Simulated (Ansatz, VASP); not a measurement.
## Two plane-wave programs on Bi2Te3

```
CELL_PARAMETERS angstrom
2.19118 1.26508 10.09460
-2.19118 1.26508 10.09460
0.00000 -2.53015 10.09460
ATOMIC_POSITIONS crystal
Bi 0.39989 0.39989 0.39989
Bi 0.60011 0.60011 0.60011
Te 0.00000 0.00000 0.00000
Te 0.20991 0.20991 0.20991
Te 0.79009 0.79009 0.79009
```

Alike in both runs: functional PBEsol; k mesh 8 × 8 × 8; occupations fermi-dirac, width 0.1 eV; no spin polarisation.

Ansatz relaxed the structure, and its values are those at the end. VASP's run is a single point on that final structure, the one shown.

|  | VASP | Ansatz |
| --- | --- | --- |
| version | VASP 6.6.1 | Ansatz 0.2.0 |
| potentials or method | VASP PAW PBE potentials, release 64 (Bi_d, Te) | PAW with Ansatz's default frozen-core files, scalar-relativistic |
| plane-wave cutoff (eV) | 520 | 420 |
| valence electrons in the cell | 48 | 78 |

|  | VASP | Ansatz | Ansatz less VASP |
| --- | --- | --- | --- |
| pressure (GPa) | 0.0 | 0.0 | -0.02 |
| rms of the force components (eV/Å) | 0.008 | 0.001 | -0.0073 |

VASP's potentials were made for PBE, not for PBEsol. VASP's potentials hold 48 valence electrons a cell and Ansatz's 78, so a difference there can come from the potentials and not from the codes.

Spin-orbit coupling is off throughout.
